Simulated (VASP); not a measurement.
Set up this calculation in VASP 6.6.1, as the native input.

| Property | Result |
| --- | --- |
| Task | single point |
| Functional | PBE |
| Potentials or basis | VASP PAW PBE potentials, release 64 (Sn_d, Pb_d, S) |
| Cutoff | 520 eV |
| k mesh | 4 × 4 × 1 |
| Occupations | gaussian, width 0.1 eV |
| Spin | no spin polarisation |
| Dipole correction | no |
| Further INCAR settings | ALGO = Normal; EDIFF = 1e-06; NBANDS = 72 |

The structure of Sn2PbS3 lies in POSCAR:

```
Sn2PbS3
1.0
   -4.2053541891     -0.0185120471     -0.0002882716
    2.0746475771     -5.9933708029      0.0024069194
    0.0025855041     -0.0042189842     12.5607653789
Sn Pb S
4 2 6
Direct
    0.4019860562      0.7353127256      0.5827087659
    0.4022002084      0.7350255936      0.9168444841
    0.6747759808      0.2646611500      0.4171512543
    0.6752447798      0.2646123628      0.0830292325
    0.3880840242      0.7434616738      0.2498710639
    0.6525874993      0.2567554518      0.7500414768
    0.1074163016      0.2883109721      0.2501813068
    0.1249748841      0.3033029253      0.5796262050
    0.1248235139      0.3031402318      0.9204957748
    0.8169669540      0.6967707094      0.4204926634
    0.8143135040      0.7119817562      0.7499863711
    0.8166262937      0.6966644477      0.0795714014
```

One way to write it, as run:

INCAR

```
PREC = Accurate
ENCUT = 520
EDIFF = 1E-6
ISMEAR = 0
SIGMA = 0.1
LREAL = F
LASPH = T
NELM = 80
ALGO = Normal
ISIF = 2
LWAVE = F
LCHARG = F
GGA = PE
NBANDS = 72
```

KPOINTS

```
Automatic mesh
0
Gamma
  4 4 1
```

Potentials or basis: VASP PAW PBE potentials, release 64 (Sn_d, Pb_d, S).

Command:

```sh
$ cat potpaw_PBE.64/Sn_d/POTCAR potpaw_PBE.64/Pb_d/POTCAR potpaw_PBE.64/S/POTCAR > POTCAR
$ mpirun -np 1 vasp_std > vasp.out
```

Results of the run:

```yaml
Pressure: 0.0 GPa
Largest_force: 0.019 eV/Å
Band_gap_on_the_k_mesh: 0.66 eV
```

Caveat: the k points lie up to 0.50 Å⁻¹ apart; spin-orbit coupling is left out, which moves the levels of the heavy elements; an odd mesh through Γ misses points on the zone boundary, where band edges can lie.

Wall time 2.8 min on 1 thread of Intel(R) Xeon(R) Platinum 8488C (Sapphire Rapids), with other jobs on the host, peak memory 0.46 GiB.
